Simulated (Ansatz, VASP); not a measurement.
# K in VASP and in Ansatz

```
K
1.0
    -2.64171    2.64171    2.64171
     2.64171   -2.64171    2.64171
     2.64171    2.64171   -2.64171
K
1
Direct
  0.00000 0.00000 0.00000
```

Alike in both runs: task single point; functional PBE; k mesh 9 × 9 × 9; occupations gaussian, width 0.2 eV; no spin polarisation.

|  | VASP | Ansatz |
| --- | --- | --- |
| version | VASP 6.6.1 | Ansatz 0.2.0 |
| potentials or method | VASP PAW PBE potentials, release 64 (K_sv), cutoff 520 eV | plane waves (420 eV) with PAW, scalar-relativistic |
| valence electrons in the cell | 9 | 9 |

```tsv
	VASP	Ansatz	Ansatz less VASP
pressure (GPa)	0.0	0.0	+0.01
```
